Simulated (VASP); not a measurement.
# CaCu2S2 (P-3m1) in VASP: settings compared, part 2 of 2

VASP 6.6.1. Earlier steps stand in the parts before.

## 3. Electric field gradients, LDA

File INCAR:

```
SYSTEM = CaCu2S2
PREC = Accurate
ENCUT = 520
EDIFF = 1E-8
ISMEAR = -1
SIGMA = 0.02
LREAL = .FALSE.
LASPH = .TRUE.
NELM = 100
ALGO = Normal
ISIF = 2
LWAVE = .FALSE.
LCHARG = .FALSE.
LEFG = .TRUE.
NBANDS = 30
```

File KPOINTS:

```
regular mesh
0
G
  8 8 5
  0 0 0
```

File POSCAR:

```
CaCu2S2
1.0
    3.9399999606      0.0000000000      0.0000000000
   -1.9699999803      3.4121400568      0.0000000000
    0.0000000000      0.0000000000      6.5230000000
Ca Cu S
1 2 2
Direct
    0.0000000000      0.0000000000      0.0000000000
    0.3333333333      0.6666666667      0.3725653500
    0.6666666667      0.3333333333      0.6274346500
    0.3333333333      0.6666666667      0.7414966921
    0.6666666667      0.3333333333      0.2585033079
```

Potentials or basis: VASP PAW LDA potentials, release 64 (Ca_sv, Cu, S).

Started as:

```sh
cat potpaw_LDA.64/Ca_sv/POTCAR potpaw_LDA.64/Cu/POTCAR potpaw_LDA.64/S/POTCAR > POTCAR
mpirun -np 1 vasp_std > vasp.out
```

OUTCAR:

```text
SYSTEM = CaCu2S2
   PREC = Accurate
   ENCUT = 520
   EDIFF = 1E-8
   ISMEAR = -1
   LREAL = .FALSE.
   LASPH = .TRUE.
   NELM = 100
   ISIF = 2

 ion  position               nearest neighbor table
   1  0.000  0.000  0.000-   4 2.83   5 2.83   5 2.83   4 2.83   5 2.83   4 2.83
   2  0.333  0.667  0.373-   5 2.39   5 2.39   5 2.39   4 2.41
   3  0.667  0.333  0.627-   4 2.39   4 2.39   4 2.39   5 2.41
   4  0.333  0.667  0.741-   3 2.39   3 2.39   3 2.39   2 2.41   1 2.83   1 2.83   1 2.83
   5  0.667  0.333  0.259-   2 2.39   2 2.39   2 2.39   3 2.41   1 2.83   1 2.83   1 2.83

  LATTYP: Found a hexagonal cell.
 ALAT       =     3.9399999606
 C/A-ratio  =     1.6555837729

  Lattice vectors:

 A1 = (   3.9399999606,   0.0000000000,   0.0000000000)
 A2 = (  -1.9699999803,   3.4121400568,   0.0000000000)
 A3 = (   0.0000000000,   0.0000000000,   6.5230000000)

Analysis of symmetry for initial positions (statically):
=====================================================================
 Subroutine PRICEL returns:
 Original cell was already a primitive cell.

 Routine SETGRP: Setting up the symmetry group for a
 hexagonal supercell.

 Subroutine GETGRP returns: Found 12 space group operations
 (whereof 12 operations were pure point group operations)
 out of a pool of 24 trial point group operations.

The static configuration has the point symmetry D_3d.

Analysis of symmetry for dynamics (positions and initial velocities):
=====================================================================
 Subroutine PRICEL returns:
 Original cell was already a primitive cell.
[... 967 lines left out ...]
  --------------------------------------------------------------------------------------
  -------------------------------------------------------------------------------------
  Total       -4.2267530     -4.2267530     -3.9370326      0.0000000      0.0000000      0.0000000
  in kB      -77.2230598    -77.2230598    -71.9298481      0.0000000      0.0000000      0.0000000
  external PRESSURE =     -75.4586559 kB  Pullay stress =       0.0000000 kB

 VOLUME and BASIS-vectors are now :
 -----------------------------------------------------------------------------
  energy-cutoff  :      520.00
  volume of cell :       87.69
      direct lattice vectors                 reciprocal lattice vectors
     3.939999961  0.000000000  0.000000000     0.253807109  0.146535603  0.000000000
    -1.969999980  3.412140057  0.000000000     0.000000000  0.293071206  0.000000000
     0.000000000  0.000000000  6.523000000     0.000000000  0.000000000  0.153303695

 POSITION                                       TOTAL-FORCE (eV/Angst)
 -----------------------------------------------------------------------------------
      0.00000      0.00000      0.00000         0.000000      0.000000      0.000000
     -0.00000      2.27476      2.43024         0.000000      0.000000      0.054797
      1.97000      1.13738      4.09276        -0.000000      0.000000     -0.054797
     -0.00000      2.27476      4.83678        -0.000000     -0.000000     -0.291526
      1.97000      1.13738      1.68622         0.000000      0.000000      0.291526
 -----------------------------------------------------------------------------------
    total drift:                               -0.000000      0.000000      0.000000

  FREE ENERGIE OF THE ION-ELECTRON SYSTEM (eV)
  ---------------------------------------------------
  free  energy   TOTEN  =       -25.9827834714 eV

  energy  without entropy=      -25.9827834714  energy(sigma->0) =      -25.98278347

 Electric field gradients (V/A^2)
---------------------------------------------------------------------
 ion       V_xx      V_yy      V_zz      V_xy      V_xz      V_yz
---------------------------------------------------------------------
   1       0.824     0.823    -1.647    -0.000     0.000    -0.000
   2      -3.781    -3.787     7.568    -0.005     0.000    -0.000
   3      -3.781    -3.787     7.568    -0.005     0.000    -0.000
   4       1.864     1.864    -3.728     0.000     0.000    -0.000
   5       1.864     1.864    -3.728     0.000     0.000    -0.000
---------------------------------------------------------------------

 Electric field gradients after diagonalization (V/A^2)
 (convention: |V_zz| > |V_xx| > |V_yy|)
----------------------------------------------------------------------
 ion       V_xx      V_yy      V_zz     asymmetry (V_yy - V_xx)/ V_zz
----------------------------------------------------------------------
   1       0.824     0.823    -1.647       0.000
   2      -3.791    -3.778     7.568       0.002
   3      -3.791    -3.778     7.568       0.002
   4       1.864     1.863    -3.728       0.000
   5       1.864     1.863    -3.728       0.000
----------------------------------------------------------------------

           NMR quadrupolar parameters

 Cq : quadrupolar parameter    Cq=e*Q*V_zz/h
 eta: asymmetry parameters     (V_yy - V_xx)/ V_zz
 Q  : nuclear electric quadrupole moment in mb (millibarn)
----------------------------------------------------------------------
 ion       Cq(MHz)       eta       Q (mb)
----------------------------------------------------------------------
   1      -0.004       0.000       1.000
   2       0.018       0.002       1.000
   3       0.018       0.002       1.000
   4      -0.009       0.000       1.000
   5      -0.009       0.000       1.000
----------------------------------------------------------------------
```

stdout:

```text
POSCAR found type information on POSCAR CaCuS
 POSCAR found :  3 types and       5 ions
 scaLAPACK will be used
 LDA part: xc-table for (Slater(with rela. corr.)+CA(PZ))
 , standard interpolation
 POSCAR, INCAR and KPOINTS ok, starting setup
 FFT: planning ... GRIDC
 FFT: planning ... GRID_SOFT
 FFT: planning ... GRID
 WAVECAR not read
 entering main loop
ion   1

ion   2

ion   3

ion   4

ion   5
```

It took 2.3 min on 1 thread of Intel Xeon Platinum 8259CL at 2.50GHz (Skylake/Cascade Lake), shared host; peak memory 0.24 GiB.

Results:

```yaml
Free_energy: -25.9828 eV
Pressure: -7.5 GPa
Largest_force: 0.292 eV/Å
Band_gap_on_the_k_mesh: 0.97 eV
Largest_electric_field_gradient_by_atom: Ca -1.6; Cu +7.6; S -3.7 V/Å²
```

Forces in eV/Å, atoms in the order of the input:
```
Ca   0.000  0.000  0.000
Cu   0.000  0.000  0.055
Cu   0.000  0.000 -0.055
S    0.000  0.000 -0.292
S    0.000  0.000  0.292
```

Electric field gradients, principal values (V/Å²):
| atom | least | middle | greatest (by size) |
| --- | --- | --- | --- |
| 1 Ca | 0.823 | 0.824 | -1.647 |
| 2 Cu | -3.778 | -3.791 | 7.568 |
| 3 Cu | -3.778 | -3.791 | 7.568 |
| 4 S | 1.863 | 1.864 | -3.728 |
| 5 S | 1.863 | 1.864 | -3.728 |

Caveat: the cell stands under tension; without QUAD_EFG the Cq values of the log hold for a quadrupole moment of 1 mb, not for the nuclei.

## 4. Electric field gradients, r2SCAN

POSCAR is that of step 3.

File INCAR.step1:

```
  ALGO = Normal
  EDIFF = 1E-4
  ENCUT = 520
  GGA = PE
  ISMEAR = -1
  LASPH = True
  LCHARG = False
  LREAL = False
  LWAVE = True
  NBANDS = 30
  NELM = 80
  PREC = Accurate
  SIGMA = 0.02
```

File INCAR.step2:

```
  ALGO = Normal
  EDIFF = 1E-8
  ENCUT = 520
  ISIF = 2
  ISMEAR = -1
  ISTART = 1
  LASPH = True
  LCHARG = False
  LEFG = True
  LMIXTAU = True
  LREAL = False
  LWAVE = False
  METAGGA = R2SCAN
  NBANDS = 30
  NELM = 80
  PREC = Accurate
  SIGMA = 0.02
```

File KPOINTS:

```
k-points
0
Gamma
  8 8 5
```

Potentials or basis: VASP PAW PBE potentials, release 64 (Ca_sv, Cu, S).

Started as:

```sh
cat potpaw_PBE.64/Ca_sv/POTCAR potpaw_PBE.64/Cu/POTCAR potpaw_PBE.64/S/POTCAR > POTCAR
cp INCAR.step1 INCAR
mpirun -np 1 vasp_std > vasp.out
cp INCAR.step2 INCAR
mpirun -np 1 vasp_std > vasp.out
```

OUTCAR:

```text
EDIFF = 1E-8
   ENCUT = 520
   ISIF = 2
   ISMEAR = -1
   ISTART = 1
   LASPH = True
   LREAL = False
   METAGGA = R2SCAN
   NELM = 80
   PREC = Accurate

 ion  position               nearest neighbor table
   1  0.000  0.000  0.000-   4 2.83   5 2.83   5 2.83   4 2.83   5 2.83   4 2.83
   2  0.333  0.667  0.373-   5 2.39   5 2.39   5 2.39   4 2.41
   3  0.667  0.333  0.627-   4 2.39   4 2.39   4 2.39   5 2.41
   4  0.333  0.667  0.741-   3 2.39   3 2.39   3 2.39   2 2.41   1 2.83   1 2.83   1 2.83
[... 1031 lines left out ...]
---------------------------------------------------------------------
   1       0.970     0.970    -1.940    -0.000     0.000    -0.000
   2      -4.208    -4.214     8.422    -0.006     0.000    -0.000
   3      -4.208    -4.214     8.422    -0.006     0.000    -0.000
   4       2.317     2.317    -4.634     0.000     0.000    -0.000
   5       2.317     2.317    -4.634     0.000     0.000    -0.000
---------------------------------------------------------------------

 Electric field gradients after diagonalization (V/A^2)
 (convention: |V_zz| > |V_xx| > |V_yy|)
----------------------------------------------------------------------
 ion       V_xx      V_yy      V_zz     asymmetry (V_yy - V_xx)/ V_zz
----------------------------------------------------------------------
   1       0.970     0.970    -1.940       0.000
   2      -4.218    -4.205     8.422       0.002
   3      -4.218    -4.205     8.422       0.002
   4       2.317     2.316    -4.634       0.000
   5       2.317     2.316    -4.634       0.000
----------------------------------------------------------------------

           NMR quadrupolar parameters

 Cq : quadrupolar parameter    Cq=e*Q*V_zz/h
 eta: asymmetry parameters     (V_yy - V_xx)/ V_zz
 Q  : nuclear electric quadrupole moment in mb (millibarn)
----------------------------------------------------------------------
 ion       Cq(MHz)       eta       Q (mb)
----------------------------------------------------------------------
   1      -0.005       0.000       1.000
   2       0.020       0.002       1.000
   3       0.020       0.002       1.000
   4      -0.011       0.000       1.000
   5      -0.011       0.000       1.000
----------------------------------------------------------------------
```

Run time: 9.4 min. Hardware: 1 thread of Intel Xeon Platinum 8259CL at 2.50GHz (Skylake/Cascade Lake), shared host; peak memory 0.28 GiB.

Results:

```
Free energy                             : -50.2085 eV
Pressure                                : -1.9 GPa
Largest force                           : 0.088 eV/Å
Band gap on the k mesh                  : 1.54 eV
Largest electric field gradient by atom : Ca -1.9; Cu +8.4; S -4.6 V/Å²
```

Forces on the atoms (eV/Å):
```
Ca   0.000  0.000  0.000
Cu   0.000  0.000  0.033
Cu   0.000  0.000 -0.033
S    0.000  0.000 -0.088
S    0.000  0.000  0.088
```

Stress tensor (GPa, compression positive):
```
-2.12  0.00  0.00
 0.00 -2.12  0.00
 0.00  0.00 -1.36
```

Levels at points of the mesh, in eV from the valence-band top:
```tsv
k point	band 19	band 20	band 21	band 22	band 23	band 24	band 25	band 26
(0.00, 0.00, 0.00)	-0.63	-0.12	0.00	0.00	1.54	2.50	3.04	3.56
(0.50, 0.00, 0.00)	-1.69	-1.63	-1.48	-0.69	2.18	3.69	4.42	5.38
```

Electric field gradients, principal values (V/Å²):
| atom | least | middle | greatest (by size) |
| --- | --- | --- | --- |
| 1 Ca | 0.970 | 0.970 | -1.940 |
| 2 Cu | -4.205 | -4.218 | 8.422 |
| 3 Cu | -4.205 | -4.218 | 8.422 |
| 4 S | 2.316 | 2.317 | -4.634 |
| 5 S | 2.316 | 2.317 | -4.634 |

Caveat: without QUAD_EFG the Cq values of the log hold for a quadrupole moment of 1 mb, not for the nuclei; the PAW data sets were made with another functional, which shifts forces and pressure a little; an odd mesh through Γ misses points on the zone boundary, where band edges can lie.

## 5. Summary

| level | potentials or basis | cell | gap on the mesh (eV) | pressure (GPa) | largest force (eV/Å) |
| --- | --- | --- | --- | --- | --- |
| PBE | VASP PAW PBE potentials, release 64 (Ca_sv, Cu, S) | as given, atomic positions A | 1.10 | -0.5 | 0.26 |
| LDA | VASP PAW LDA potentials, release 64 (Ca_sv, Cu, S) | as given, atomic positions B | 0.97 | -7.5 | 0.29 |
| r2SCAN | VASP PAW PBE potentials, release 64 (Ca_sv, Cu, S) | as given, atomic positions B | 1.54 | -1.9 | 0.09 |

Alike in all rows: task electric field gradients; no spin polarisation; k mesh 8 × 8 × 5; cutoff (eV) 520; smearing fermi-dirac 0.02 eV.

Caveats: the cell stands under tension (at least some runs); the PAW data sets were made with another functional, which shifts forces and pressure a little (at least some runs); an odd mesh through Γ misses points on the zone boundary, where band edges can lie (at least some runs).

Absolute energies hang on the potentials; compare differences alone.
